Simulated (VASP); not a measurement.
Here is a VASP 6.6.1 calculation.

Contents of INCAR:

```
  ALGO = Normal
  EDIFF = 1E-6
  ENCUT = 520
  GGA = PE
  ISIF = 2
  ISMEAR = 0
  LASPH = True
  LCHARG = True
  LELF = True
  LREAL = False
  LVHAR = True
  LWAVE = False
  NBANDS = 40
  NELM = 100
  PREC = Accurate
  SIGMA = 0.1
```

The input KPOINTS:

```
k-points
0
Gamma
  4 4 4
```

The input POSCAR:

```
YPtC4N4
1.0
    6.2374988996      0.0000000000      0.0000000000
    0.0000000000      6.2374988996      0.0000000000
    0.0000000000      0.0000000000      6.2374988996
Y Pt C N
1 1 4 4
Direct
    0.5000000000      0.5000000000      0.5000000000
    0.0000000000      0.0000000000      0.0000000000
    0.1836279357      0.1836279357      0.1836279357
    0.1836279357      0.8163720643      0.8163720643
    0.8163720643      0.1836279357      0.8163720643
    0.8163720643      0.8163720643      0.1836279357
    0.2932833116      0.2932833116      0.2932833116
    0.2932833116      0.7067166884      0.7067166884
    0.7067166884      0.2932833116      0.7067166884
    0.7067166884      0.7067166884      0.2932833116
```

Potentials or basis: VASP PAW PBE potentials, release 64 (Y_sv, Pt, C, N).

Launch:

```sh
$ cat potpaw_PBE.64/Y_sv/POTCAR potpaw_PBE.64/Pt/POTCAR potpaw_PBE.64/C/POTCAR potpaw_PBE.64/N/POTCAR > POTCAR
$ mpirun -np 1 vasp_std > vasp.out
```

**Question.** Predict the band gap on the k mesh.

**Answer.** Zero (an odd number of electrons rules out a gap without spin polarisation).

**Question.** Estimate the largest force.

**Answer.** 0.293 eV/Å.

**Question.** Estimate the pressure.

**Answer.** 0.4 GPa.

Forces on the atoms (eV/Å):
```
Y    0.000  0.000  0.000
Pt   0.000  0.000  0.000
C   -0.169 -0.169 -0.169
C   -0.169  0.169  0.169
C    0.169 -0.169  0.169
C    0.169  0.169 -0.169
N    0.168  0.168  0.168
N    0.168 -0.168 -0.168
N   -0.168  0.168 -0.168
N   -0.168 -0.168  0.168
```

Caveat: spin-orbit coupling is left out, which moves the levels of the heavy elements.
